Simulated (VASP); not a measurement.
A run of VASP 6.6.1 is set up as follows.

INCAR

```
SYSTEM = Be2C
ALGO     = Normal         ! electronic algorithm
EDIFF    = 1E-8           ! SCF threshold, eV
ENCUT    = 600            ! plane-wave cutoff, eV
GGA      = PS             ! functional
GGA_COMPAT= .False.      
IBRION   = 8              ! ionic algorithm
ISIF     = 2              ! what is computed and relaxed
ISMEAR   = 0              ! smearing method
LASPH    = .True.         ! aspherical terms in the spheres
LCHARG   = .True.         ! write CHGCAR
LREAL    = .False.        ! projectors in reciprocal space
LWAVE    = .False.        ! write WAVECAR
NBANDS   = 11             ! bands
NELM     = 120            ! most SCF steps
NSW      = 1              ! ionic steps
PREC     = Accurate       ! precision mode
SIGMA    = 0.01           ! smearing width, eV
```

File KPOINTS:

```
k-points
0
Gamma
  10 10 10
  0 0 0
```

POSCAR

```
Be2C
1.0
    2.1485168411      2.1485168411      0.0000000000
   -2.1485168411      2.1485168411      0.0000000000
    0.0000000000      2.1485168411      2.1485168411
Be C
2 1
Direct
    0.2500000000      0.7500000000      0.5000000000
    0.7500000000      0.2500000000      0.5000000000
    0.0000000000      0.0000000000      0.0000000000
```

Potentials or basis: VASP PAW PBE potentials, release 64 (Be, C).

Run with:

```bash
$ cat potpaw_PBE.64/Be/POTCAR potpaw_PBE.64/C/POTCAR > POTCAR
$ mpirun -np 1 vasp_std > vasp.out
```

(1) Predict the highest phonon frequency at Γ.

Answers

(1) 719 cm⁻¹.

Caveat: the cell stands under pressure or tension, which shifts response properties.
